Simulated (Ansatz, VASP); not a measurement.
# One calculation of MgS, two programs

```
CELL_PARAMETERS angstrom
0.00000 2.59087 2.59087
2.59087 0.00000 2.59087
2.59087 2.59087 0.00000
ATOMIC_POSITIONS crystal
Mg 0.00000 0.00000 0.00000
S 0.50000 0.50000 0.50000
```

Alike in both runs: task single point; functional PBEsol; k mesh 8 × 8 × 8; occupations gaussian, width 0.02 eV; no spin polarisation.

```csv
,VASP,Ansatz
version,VASP 6.6.1,Ansatz 0.2.0
potentials or method,"VASP PAW PBE potentials, release 64 (Mg, S), cutoff 600 eV","scalar-relativistic, all-electron LAPW"
```

```csv
,VASP,Ansatz,Ansatz less VASP
gap on the k mesh at the Fermi level (eV),2.73,2.73,-0.001
least direct gap on the mesh (eV),3.69,3.69,+0.001
pressure (GPa),-0.2,0.0,+0.17
```

VASP's potentials were made for PBE, not for PBEsol. Ansatz ran all-electron here, and VASP with PAW potentials.
